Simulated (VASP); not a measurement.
Ge3P4, 7 atoms in the cell. Symmetry: Pm-3m, No. 221, cubic system. The conventional cell has a = 5.071 Å, b = 5.071 Å, c = 5.071 Å, α = 90.00°, β = 90.00°, γ = 90.00°. Within 3.3 Å of Ge (site symmetry 4/mmm) lie 4 P at 2.54 Å. P (site symmetry 4/mmm) has 4 Ge at 2.54 Å and 2 P at 2.54 Å within 3.3 Å. Within 3.3 Å of P (site symmetry m-3m) lie 6 P at 2.54 Å. 

| Quantity | Value |
| --- | --- |
| Program | VASP 6.6.1 |
| Task | single point |
| Functional | PBE |
| Potentials or basis | VASP PAW PBE potentials, release 64 (Ge_d, P) |
| Cutoff | 520 eV |
| k mesh | 8 × 8 × 8 |
| Occupations | gaussian, width 0.1 eV |
| Spin | no spin polarisation |
| Dipole correction | no |
| Further INCAR settings | ALGO = Normal; EDIFF = 1e-06; NBANDS = 40 |

Potentials or basis: VASP PAW PBE potentials, release 64 (Ge_d, P).

Launch:

```console
$ cat potpaw_PBE.64/Ge_d/POTCAR potpaw_PBE.64/P/POTCAR > POTCAR
$ mpirun -np 1 vasp_std > vasp.out
```

Hardware: 1 thread of Intel(R) Xeon(R) 6975P-C (Granite Rapids) (shared host).

Problem. How long does it take, and how much memory?

Solution. Run time: 110 s on 1 thread of Intel(R) Xeon(R) 6975P-C (Granite Rapids), with other jobs on the host, peak memory 0.31 GiB. Counts: scf iterations 13, k points 35.
